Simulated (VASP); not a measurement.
# CuSn (P6_3/mmc) in VASP: a series of runs

CuSn is run at these levels: LDA; tasks: vibrations by perturbation theory.

Everything below comes from runs of VASP 6.6.1. Logs are shortened: lines on timing, memory, paths and dates and some standing lists are left out, and cuts for length are marked.

### Step 1. The cell of the first run

Symmetry: P6_3/mmc, No. 194, hexagonal system. The conventional cell has a = 4.046 Å, b = 4.046 Å, c = 4.897 Å, α = 90.00°, β = 90.00°, γ = 120.00°. Within 3.2 Å of Cu (site symmetry -3m) lie 2 Cu at 2.45 Å and 6 Sn at 2.64 Å. Within 3.5 Å of Sn (site symmetry -6m2) lie 6 Cu at 2.64 Å and 6 Sn at 3.38 Å.

### Step 2. Vibrations by perturbation theory, LDA (17.35 Å³/atom)

The input, INCAR:

```
SYSTEM = CuSn
ALGO = Fast ; EDIFF = 1E-8
ENCUT = 520 ; IBRION = 8
ISIF = 2 ; ISMEAR = -1
KPAR = 4 ; LASPH = .TRUE.
LCHARG = .FALSE. ; LREAL = .FALSE.
LWAVE = .FALSE. ; NBANDS = 33
NELM = 60 ; NSW = 1
PREC = Accurate ; SIGMA = 0.15
```

The input, KPOINTS:

```
k-points
0
G
  12 12 8
  0 0 0
```

The input, POSCAR:

```
CuSn
1.0
    4.0457308346      0.0000000000      0.0000000000
   -2.0228654173      3.5037056797      0.0000000000
    0.0000000000      0.0000000000      4.8971508659
Cu Sn
2 2
Direct
    0.0000000000      0.0000000000      0.0000000000
    0.0000000000      0.0000000000      0.5000000000
    0.3333333333      0.6666666667      0.2500000000
    0.6666666667      0.3333333333      0.7500000000
```

Potentials or basis: VASP PAW LDA potentials, release 64 (Cu, Sn_d).

On the command line:

```
$ cat potpaw_LDA.64/Cu/POTCAR potpaw_LDA.64/Sn_d/POTCAR > POTCAR
$ mpirun -np 4 vasp_std > vasp.out
```

OUTCAR:

```text
SYSTEM = CuSn
   EDIFF = 1E-8
   ENCUT = 520
   IBRION = 8
   ISIF = 2
   ISMEAR = -1
   LASPH = .TRUE.
   LREAL = .FALSE.
   NELM = 60
   NSW = 1
   PREC = Accurate

 ion  position               nearest neighbor table
   1  0.000  0.000  0.000-   2 2.45   2 2.45   4 2.64   3 2.64   4 2.64   3 2.64   4 2.64   3 2.64

   2  0.000  0.000  0.500-   1 2.45   1 2.45   4 2.64   3 2.64   4 2.64   3 2.64   4 2.64   3 2.64

   3  0.333  0.667  0.250-   1 2.64   2 2.64   1 2.64   2 2.64   1 2.64   2 2.64   4 3.38   4 3.38
                             4 3.38   4 3.38   4 3.38   4 3.38
   4  0.667  0.333  0.750-   1 2.64   2 2.64   1 2.64   2 2.64   1 2.64   2 2.64   3 3.38   3 3.38
                             3 3.38   3 3.38   3 3.38   3 3.38

  LATTYP: Found a hexagonal cell.
 ALAT       =     4.0457308346
 C/A-ratio  =     1.2104490057

  Lattice vectors:

 A1 = (   4.0457308346,   0.0000000000,   0.0000000000)
 A2 = (  -2.0228654173,   3.5037056797,   0.0000000000)
 A3 = (   0.0000000000,   0.0000000000,   4.8971508659)

Analysis of symmetry for initial positions (statically):
=====================================================================
 Subroutine PRICEL returns:
 Original cell was already a primitive cell.

 Routine SETGRP: Setting up the symmetry group for a
 hexagonal supercell.

 Subroutine GETGRP returns: Found 24 space group operations
 (whereof 12 operations were pure point group operations)
 out of a pool of 24 trial point group operations.

The static configuration has the point symmetry D_3d.
 The point group associated with its full space group is D_6h.

Analysis of symmetry for dynamics (positions and initial velocities):
=====================================================================
 Subroutine PRICEL returns:
 Original cell was already a primitive cell.

 Routine SETGRP: Setting up the symmetry group for a
 hexagonal supercell.

 Subroutine GETGRP returns: Found 24 space group operations
 (whereof 12 operations were pure point group operations)
 out of a pool of 24 trial point group operations.

The dynamic configuration has the point symmetry D_3d.
 The point group associated with its full space group is D_6h.

 Subroutine INISYM returns: Found 24 space group operations
 (whereof 12 operations are pure point group operations),
 and found     1 'primitive' translations

----------------------------------------------------------------------------------------

                                     Primitive cell

  volume of cell :      69.4174

  direct lattice vectors                    reciprocal lattice vectors
     4.045730835  0.000000000  0.000000000     0.247174130  0.142706051  0.000000000
    -2.022865417  3.503705680  0.000000000     0.000000000  0.285412101  0.000000000
     0.000000000  0.000000000  4.897150866     0.000000000  0.000000000  0.204200366

  length of vectors
     4.045730835  4.045730835  4.897150866     0.285412101  0.285412101  0.204200366

  position of ions in fractional coordinates (direct lattice)
     0.000000000  0.000000000  0.000000000
     0.000000000  0.000000000  0.500000000
     0.333333333  0.666666667  0.250000000
     0.666666667  0.333333333  0.750000000

  ion indices of the primitive-cell ions
   primitive index   ion index
                 1           1
                 2           2
                 3           3
                 4           4

[... 117 lines left out ...]
  free energy    TOTEN  =       -18.65621564 eV

  energy without entropy =      -18.56410087  energy(sigma->0) =      -18.61015826

 E-fermi :   9.1695     XC(G=0): -11.9230

 val. band max:        9.1637822336   @ k =   0.0833   0.0833   0.3750
 cond. band min:       9.1704342883   @ k =   0.1667   0.1667   0.2500
 fundamental gap:      0.0066520548
 Fermi energy:         9.1694976363

 k-point     1 :       0.0000    0.0000    0.0000
  band No.  band energies     occupation
      1     -12.2909      2.00000
      2     -12.2909      2.00000
      3     -12.2516      2.00000
      4     -12.2077      2.00000
      5     -12.2077      2.00000
      6     -12.2004      2.00000
[... 853 lines left out ...]
     32      16.8740      0.00000
     33      18.0759      0.00000

 [... further k-points ...]
[... 5 lines left out ...]
  --------------------------------------------------------------------------------------
  -------------------------------------------------------------------------------------
  Total        1.0561323      1.0561323      1.0820947      0.0000000      0.0000000      0.0000000
  in kB       24.3759088     24.3759088     24.9751303      0.0000000      0.0000000      0.0000000
  external PRESSURE =      24.5756493 kB  Pullay stress =       0.0000000 kB

 VOLUME and BASIS-vectors are now :
 -----------------------------------------------------------------------------
  energy-cutoff  :      520.00
  volume of cell :       69.42
      direct lattice vectors                 reciprocal lattice vectors
     4.045730835  0.000000000  0.000000000     0.247174130  0.142706051  0.000000000
    -2.022865417  3.503705680  0.000000000     0.000000000  0.285412101  0.000000000
     0.000000000  0.000000000  4.897150866     0.000000000  0.000000000  0.204200366

 POSITION                                       TOTAL-FORCE (eV/Angst)
 -----------------------------------------------------------------------------------
      0.00000      0.00000      0.00000        -0.000000      0.000000      0.000000
      0.00000      0.00000      2.44858        -0.000000      0.000000      0.000000
     -0.00000      2.33580      1.22429        -0.000000      0.000000     -0.000000
      2.02287      1.16790      3.67286         0.000000      0.000000      0.000000
 -----------------------------------------------------------------------------------
    total drift:                               -0.000000      0.000000     -0.000000

  FREE ENERGIE OF THE ION-ELECTRON SYSTEM (eV)
  ---------------------------------------------------
  free  energy   TOTEN  =       -18.6562156441 eV

  energy  without entropy=      -18.5641008747  energy(sigma->0) =      -18.61015826

[... ionic steps 2 to 9 ...]

--------------------------------------- Ionic step       10  -------------------------------------------

------------------------ aborting loop because EDIFF is reached ----------------------------------------

[... ionic steps 11 to 11 ...]

--------------------------------------- Ionic step       12  -------------------------------------------

 Free energy of the ion-electron system (eV)
  ---------------------------------------------------
  ---------------------------------------------------
  free energy    TOTEN  =        -0.22798062 eV

  energy without entropy =       -0.22798062

------------------------ aborting loop because EDIFF is reached ----------------------------------------

 INTERNAL STRAIN TENSOR  FOR ION    3  DIRECTION 3   (eV/Angst):
 -----------------------------------------------------------------------------
    -0.00369  0.00000  0.00000
     0.00000 -0.00369 -0.00000
     0.00000 -0.00000 -0.01349

 INTERNAL STRAIN TENSOR FOR ION    4 for displacements in x,y,z  (eV/Angst):
          X           Y           Z          XY          YZ          ZX
  --------------------------------------------------------------------------------
  x    -0.00000     0.00000     0.00000    -6.37295     0.00000     0.00000
  y    -6.37295     6.37295     0.00000     0.00000     0.00000     0.00000
  z     0.00000    -0.00000     0.00000     0.00000     0.00000     0.00000

 SECOND DERIVATIVES (NOT SYMMETRIZED)
 ------------------------------------
               1X          1Y          1Z          2X          2Y          2Z          3X          3Y          3Z          4X          4Y          4Z
  1X    -5.414040    0.000000    0.000000   -0.715140    0.000000    0.000000    3.064590    0.000000    0.000000    3.064590    0.000000    0.000000
  1Y     0.000000   -5.414040    0.000000    0.000000   -0.715140    0.000000    0.000000    3.064590    0.000000    0.000000    3.064590    0.000000
  1Z    -0.000000    0.000000   -9.137997    0.000000    0.000000    6.050994    0.000000    0.000000    1.543501    0.000000    0.000000    1.543501
  2X    -0.715140    0.000000    0.000000   -5.414040    0.000000    0.000000    3.064590    0.000000    0.000000    3.064590    0.000000    0.000000
  2Y     0.000000   -0.715140    0.000000    0.000000   -5.414040    0.000000    0.000000    3.064590    0.000000    0.000000    3.064590    0.000000
  2Z     0.000000   -0.000000    6.050994    0.000000    0.000000   -9.137997    0.000000    0.000000    1.543501    0.000000   -0.000000    1.543501
  3X     3.038360    0.000000    0.000000    3.038360    0.000000    0.000000   -6.482399    0.000000    0.000000    0.405679   -0.000000    0.000000
  3Y     0.000000    3.038360    0.000000    0.000000    3.038360   -0.000000    0.000000   -6.482399    0.000000    0.000000    0.405679    0.000000
  3Z     0.000000    0.000000    1.530248    0.000000   -0.000000    1.530248    0.000000   -0.000000   -5.057974    0.000000    0.000000    1.997477
  4X     3.038360    0.000000    0.000000    3.038360    0.000000    0.000000    0.405679   -0.000000    0.000000   -6.482399    0.000000    0.000000
  4Y     0.000000    3.038360    0.000000    0.000000    3.038360   -0.000000    0.000000    0.405679    0.000000    0.000000   -6.482399    0.000000
  4Z     0.000000    0.000000    1.530248    0.000000   -0.000000    1.530248    0.000000    0.000000    1.997477    0.000000   -0.000000   -5.057974

 Eigenvectors and eigenvalues of the dynamical matrix
 ----------------------------------------------------

   1 f  =    7.643127 THz    48.023183 2PiTHz  254.947275 cm-1    31.609419 meV
             X         Y         Z           dx          dy          dz
      0.000000  0.000000  0.000000    -0.000000    0.000000    0.707107
      0.000000  0.000000  2.448575    -0.000000   -0.000000   -0.707107
     -0.000000  2.335804  1.224288    -0.000000    0.000000    0.000000
      2.022865  1.167902  3.672863     0.000000    0.000000    0.000000
[... 71 lines left out ...]
  12 f/i=    0.012287 THz     0.077203 2PiTHz    0.409858 cm-1     0.050816 meV
             X         Y         Z           dx          dy          dz
      0.000000  0.000000  0.000000    -0.336728    0.244891   -0.000000
      0.000000  0.000000  2.448575    -0.336728    0.244891   -0.000000
     -0.000000  2.335804  1.224288    -0.462216    0.336154   -0.000000
      2.022865  1.167902  3.672863    -0.462216    0.336154   -0.000000

--------------------------------------------------------------------------------------------------------

 ELASTIC MODULI CONTR FROM IONIC RELAXATION (kBar)
 Direction    XX          YY          ZZ          XY          YZ          ZX
 --------------------------------------------------------------------------------
 XX        -272.1794    272.1794      0.0000     -0.0000      0.0000      0.0000
 YY         272.1794   -272.1794     -0.0000      0.0000      0.0000      0.0000
 ZZ           0.0000     -0.0000     -0.0000      0.0000      0.0000      0.0000
 XY          -0.0000      0.0000      0.0000   -272.1794      0.0000      0.0000
 YZ           0.0000      0.0000      0.0000      0.0000      0.0000      0.0000
 ZX           0.0000      0.0000      0.0000      0.0000      0.0000      0.0000
 --------------------------------------------------------------------------------
```

Run time: 14 min. Hardware: 4 MPI ranks of Intel Xeon Platinum 8488C (Sapphire Rapids), shared host; peak memory 1.5 GiB.

What came out:

```yaml
Highest_phonon_frequency_at_Γ: 255 cm⁻¹
```

Phonon frequencies in cm⁻¹ (negative: imaginary):
| q point | frequencies |
| --- | --- |
| (0.000, 0.000, 0.000) | 0 0 0 126 126 127 142 142 142 200 200 255 |

Caveat: the cell stands under pressure or tension, which shifts response properties; spin-orbit coupling is left out, which moves the levels of the heavy elements.

### Step 3. Vibrations by perturbation theory, LDA

This run uses another cell than the first one, of 16.94 Å³/atom.

The input, INCAR:

```
SYSTEM = CuSn
ALGO = Fast ; EDIFF = 1E-8
ENCUT = 520 ; IBRION = 8
ISIF = 2 ; ISMEAR = -1
KPAR = 4 ; LASPH = .TRUE.
LCHARG = .TRUE. ; LREAL = .FALSE.
LWAVE = .FALSE. ; NBANDS = 33
NELM = 100 ; NSW = 1
PREC = Accurate ; SIGMA = 0.15
```

KPOINTS is that of step 2.

The input, POSCAR:

```
CuSn
1.0
    4.0122919025      0.0000000000      0.0000000000
   -2.0061459512      3.4747467150      0.0000000000
    0.0000000000      0.0000000000      4.8600213591
Cu Sn
2 2
Direct
    0.0000000000      0.0000000000      0.0000000000
    0.0000000000      0.0000000000      0.5000000000
    0.3333333333      0.6666666667      0.2500000000
    0.6666666667      0.3333333333      0.7500000000
```

Potentials or basis: VASP PAW LDA potentials, release 64 (Cu, Sn_d).

On the command line:

```
$ cat potpaw_LDA.64/Cu/POTCAR potpaw_LDA.64/Sn_d/POTCAR > POTCAR
$ mpirun -np 4 vasp_std > vasp.out
```

OUTCAR:

```text
SYSTEM = CuSn
   EDIFF = 1E-8
   ENCUT = 520
   IBRION = 8
   ISIF = 2
   ISMEAR = -1
   LASPH = .TRUE.
   LREAL = .FALSE.
   NELM = 100
   NSW = 1
   PREC = Accurate

 ion  position               nearest neighbor table
   1  0.000  0.000  0.000-   2 2.43   2 2.43   4 2.62   3 2.62   4 2.62   3 2.62   4 2.62   3 2.62

   2  0.000  0.000  0.500-   1 2.43   1 2.43   4 2.62   3 2.62   4 2.62   3 2.62   4 2.62   3 2.62

   3  0.333  0.667  0.250-   1 2.62   2 2.62   1 2.62   2 2.62   1 2.62   2 2.62   4 3.36   4 3.36
                             4 3.36   4 3.36   4 3.36   4 3.36
   4  0.667  0.333  0.750-   1 2.62   2 2.62   1 2.62   2 2.62   1 2.62   2 2.62   3 3.36   3 3.36
                             3 3.36   3 3.36   3 3.36   3 3.36
[... 1148 lines left out ...]

 Eigenvectors and eigenvalues of the dynamical matrix
 ----------------------------------------------------

   1 f  =    8.057722 THz    50.628163 2PiTHz  268.776691 cm-1    33.324048 meV
             X         Y         Z           dx          dy          dz
      0.000000  0.000000  0.000000     0.000000   -0.000000    0.707107
      0.000000  0.000000  2.430011    -0.000000    0.000000   -0.707107
     -0.000000  2.316498  1.215005    -0.000000   -0.000000   -0.000000
      2.006146  1.158249  3.645016     0.000000   -0.000000   -0.000000
[... 71 lines left out ...]
  12 f/i=    0.030780 THz     0.193397 2PiTHz    1.026715 cm-1     0.127296 meV
             X         Y         Z           dx          dy          dz
      0.000000  0.000000  0.000000    -0.266846   -0.317502    0.000000
      0.000000  0.000000  2.430011    -0.266846   -0.317502    0.000000
     -0.000000  2.316498  1.215005    -0.368473   -0.438421    0.000000
      2.006146  1.158249  3.645016    -0.368473   -0.438421    0.000000

--------------------------------------------------------------------------------------------------------

 ELASTIC MODULI CONTR FROM IONIC RELAXATION (kBar)
 Direction    XX          YY          ZZ          XY          YZ          ZX
 --------------------------------------------------------------------------------
 XX        -316.3428    316.3428     -0.0000     -0.0000     -0.0000      0.0000
 YY         316.3428   -316.3428      0.0000     -0.0000      0.0000     -0.0000
 ZZ          -0.0000      0.0000     -0.0000     -0.0000      0.0000     -0.0000
 XY          -0.0000     -0.0000     -0.0000   -316.3428     -0.0000      0.0000
 YZ          -0.0000      0.0000      0.0000     -0.0000     -0.0000      0.0000
 ZX           0.0000     -0.0000     -0.0000      0.0000      0.0000     -0.0000
 --------------------------------------------------------------------------------
```

OSZICAR:

```text
N       E                     dE             d eps       ncg     rms          rms(c)
DAV:   1     0.457945386965E+03    0.45795E+03   -0.23823E+04  6566   0.267E+03
DAV:   2     0.417017347326E+02   -0.41624E+03   -0.40203E+03  6270   0.540E+02
DAV:   3    -0.190885435947E+02   -0.60790E+02   -0.59192E+02  7002   0.205E+02
DAV:   4    -0.213271320560E+02   -0.22386E+01   -0.22294E+01  7589   0.461E+01
[... 111 lines left out ...]
RMM:  12    -0.227969281185E+00    0.96265E-06   -0.16061E-06 17139   0.251E-03    0.488E-05
RMM:  13    -0.227969065415E+00    0.21577E-06    0.83308E-07 19408   0.202E-03    0.570E-05
RMM:  14    -0.227969062219E+00    0.31956E-08    0.87229E-07 19038   0.190E-03    0.521E-05
RMM:  15    -0.227968926353E+00    0.13587E-06    0.12660E-06 19225   0.186E-03    0.534E-05
 Linear response finished
```

Run time: 31 min. Hardware: 4 MPI ranks of Oxide Virtual Turin-like, shared host; peak memory 1.4 GiB.

What came out:

```yaml
Highest_phonon_frequency_at_Γ: 269 cm⁻¹
```

Phonon frequencies in cm⁻¹ (negative: imaginary):
| q point | frequencies |
| --- | --- |
| (0.000, 0.000, 0.000) | -1 -1 0 132 132 135 150 151 151 211 211 269 |

Caveat: the cell stands under pressure or tension, which shifts response properties; spin-orbit coupling is left out, which moves the levels of the heavy elements.
